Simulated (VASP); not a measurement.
Si:

```
Si
1.0
    -2.37137    2.37137    1.32927
     2.37137   -2.37137    1.32927
     2.37137    2.37137   -1.32927
Si
2
Direct
  0.25000 0.75000 0.50000
  0.50000 0.50000 0.00000
```

- Program: VASP 6.6.1
- Task: relaxation of cell and atoms
- Functional: PBE
- Dispersion: D3(BJ)
- Potentials or basis: VASP PAW PBE potentials, release 64 (Si)
- Cutoff: 600 eV
- k mesh: 11 × 11 × 8
- Occupations: fermi-dirac, width 0.1 eV
- Spin: no spin polarisation

At the start: pressure -1.2 GPa; volume 14.95 Å³/atom.

Question: Where does the relaxation end?

Answer: Over 5 steps the energy falls by 3.5 meV/atom and the volume is 14.74 Å³/atom (-1.4 %); space group I4_1/amd (No. 141, to 0.1 Å) before and after.

The path:
```tsv
step	energy change (eV)	largest force (eV/Å)	pressure (GPa)	volume (Å³)
1	0.0000	0.0121	-1.23	29.90
2	-0.0038	0.0008	0.56	29.41
3	-0.0038	0.0003	0.73	29.36
4	-0.0062	0.0067	0.35	29.42
5	-0.0070	0.0124	-0.03	29.49
```

Final structure:
```
CELL_PARAMETERS angstrom
-2.39536 2.39614 1.28884
2.39614 -2.39536 1.28884
2.38691 2.38691 -1.28747
ATOMIC_POSITIONS crystal
Si 0.25018 0.74982 0.50000
Si 0.49982 0.50018 0.00000
```
